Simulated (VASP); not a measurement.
Input of a VASP 6.6.1 run:

The input INCAR:

```
SYSTEM = Fe
PREC     = Accurate       ! precision mode
ENCUT    = 520            ! plane-wave cutoff, eV
EDIFF    = 1E-6           ! SCF threshold, eV
ISMEAR   = -1             ! smearing method
SIGMA    = 0.05           ! smearing width, eV
LREAL    = .FALSE.        ! projectors in reciprocal space
LASPH    = .TRUE.         ! aspherical terms in the spheres
NELM     = 150            ! most SCF steps
ALGO     = Normal         ! electronic algorithm
ISIF     = 2              ! what is computed and relaxed
LWAVE    = .FALSE.        ! write WAVECAR
LCHARG   = .FALSE.        ! write CHGCAR
ISPIN    = 2              ! spin polarisation
MAGMOM   = 2.367          ! initial moments
LORBIT   = 11             ! projections on sites
LMAXMIX  = 4              ! l up to which the mixer works
GGA      = PE             ! functional
NBANDS   = 14             ! bands
```

KPOINTS

```
regular mesh
0
G
  15 15 15
  0 0 0
```

POSCAR

```
Fe
1.0
    2.4329644635      0.0000000000      0.0000000000
    0.0000000000      2.4329644635      0.0000000000
    0.0000000000      0.0000000000      2.4329644635
Fe
1
Direct
    0.0000000000      0.0000000000      0.0000000000
```

Potentials or basis: VASP PAW PBE potentials, release 64 (Fe).

Run with:

```console
$ cat potpaw_PBE.64/Fe/POTCAR > POTCAR
$ mpirun -np 1 vasp_std > vasp.out
```

Task: What does it give for the net moment?

Result: 2.50 μB per cell.

Task: Predict the pressure.

Result: -8.6 GPa.

Task: What does it give for the site moments?

Result: Fe +2.49 μB.
